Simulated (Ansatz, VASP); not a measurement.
**One calculation of SiBN2, two programs**

```
Si B N
1.0
     3.42113    0.00000    0.00000
    -1.71056    2.96278    0.00000
     0.00000    0.00000    4.04673
Si B N
1 1 2
Cartesian
  0.0000 0.0000 2.0234
  0.0000 0.0000 0.0000
  0.0000 1.9752 0.0000
  1.7106 0.9876 0.0000
```

Alike in both runs: functional PBE; k mesh 7 × 7 × 5; occupations gaussian, width 0.2 eV; no spin polarisation.

Ansatz relaxed the structure, and its values are those at the end. VASP's run is a single point on that final structure, the one shown.

|  | VASP | Ansatz |
| --- | --- | --- |
| version | VASP 6.6.1 | Ansatz 0.2.0 |
| potentials or method | VASP PAW PBE potentials, release 64 (Si, B, N), cutoff 600 eV | scalar-relativistic, plane waves, PAW |
| valence electrons in the cell | 17 | 17 |

Ansatz gave:

| Item | Value |
| --- | --- |
| gap on the k mesh at the Fermi level (eV) | none |
| pressure (GPa) | 0.0 |

**Question.** Estimate VASP's values.

**Answer.** gap on the k mesh at the Fermi level (eV): none; pressure (GPa): -0.2.

A gap of «none» marks a metal or a gap that the smearing closes. The functional is the same, so the differences come from potentials, cutoffs and numerics.
